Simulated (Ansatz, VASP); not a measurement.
# NaH: VASP beside Ansatz

```
Na H
1.0
     0.00000    2.41604    2.41604
     2.41604    0.00000    2.41604
     2.41604    2.41604    0.00000
Na H
1 1
Direct
  0.00000 0.00000 0.00000
  0.50000 0.50000 0.50000
```

Alike in both runs: task single point; functional PBE; k mesh 8 × 8 × 8; occupations gaussian, width 0.02 eV; no spin polarisation.

|  | VASP | Ansatz |
| --- | --- | --- |
| version | VASP 6.6.1 | Ansatz 0.2.0 |
| potentials or method | VASP PAW PBE potentials, release 64 (Na_pv, H), cutoff 520 eV | scalar-relativistic, plane waves, PAW |
| valence electrons in the cell | 8 | 10 |

|  | VASP | Ansatz | Ansatz less VASP |
| --- | --- | --- | --- |
| gap on the k mesh at the Fermi level (eV) | 3.76 | 3.76 | +0.002 |
| least direct gap on the mesh (eV) | 4.62 | 4.62 | +0.005 |

With one functional, cell and mesh, what is left measures potentials, basis and numerics. VASP's potentials hold 8 valence electrons a cell and Ansatz's 10, so a difference there can come from the potentials and not from the codes.
